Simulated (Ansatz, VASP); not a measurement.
BaO in VASP and in Ansatz

INCAR

```
SYSTEM = BaO
ALGO = Normal
EDIFF = 1E-8
ENCUT = 520
GGA = PE
GGA_COMPAT = .FALSE.
ISIF = 2
ISMEAR = -1
LASPH = .TRUE.
LCHARG = .FALSE.
LEFG = .TRUE.
LREAL = .FALSE.
LWAVE = .FALSE.
NBANDS = 15
NELM = 120
PREC = Accurate
SIGMA = 0.02
```

The input KPOINTS:

```
k-points
0
G
  8 8 8
  0 0 0
```

The input POSCAR:

```
BaO
1.0
    0.0000000000      2.7222203229      2.7222203229
    2.7222203229      0.0000000000      2.7222203229
    2.7222203229      2.7222203229      0.0000000000
Ba O
1 1
Direct
    0.0000000000      0.0000000000      0.0000000000
    0.5000000000      0.5000000000      0.5000000000
```

Input for Ansatz:

```yaml
crystal:
  lattice:
    - [0.0, 2.7222203229, 2.7222203229]
    - [2.7222203229, 0.0, 2.7222203229]
    - [2.7222203229, 2.7222203229, 0.0]
  atoms:
    - { symbol: Ba, position: [0.0, 0.0, 0.0] }
    - { symbol: O, position: [0.5, 0.5, 0.5] }
kpoints:
  mp_grid: { grid: [8, 8, 8] }
scf:
  occupations: { method: fermi_dirac, width: 0.02 }
hamiltonian:
  xc: pbe
  pseudopotentials: { kind: paw }
output:
  forces: true
  stress: true
  eigenvalues: true
  efg: { contact_densities: true }
  write_density: true
  write_potential: true
  elf: true
  volumetric_format: npy
```

Change from the starting cell: volume scaled by 0.97, PAW files.

Alike in both runs: task electric field gradients; functional PBE; k mesh 8 × 8 × 8; occupations fermi-dirac, width 0.02 eV; no spin polarisation.

```csv
,VASP,Ansatz
version,VASP 6.6.1,Ansatz 0.2.0
potentials or method,"VASP PAW PBE potentials, release 64 (Ba_sv, O)","PAW with Ansatz's default frozen-core files, scalar-relativistic"
plane-wave cutoff (eV),520,420
valence electrons in the cell,16,16
```

```csv
,VASP,Ansatz,Ansatz less VASP
gap on the k mesh at the Fermi level (eV),1.78,1.86,+0.074
pressure (GPa),7.8,5.7,-2.10
```

With one functional, cell and mesh, what is left measures potentials, basis and numerics.

Spin-orbit coupling is off throughout.
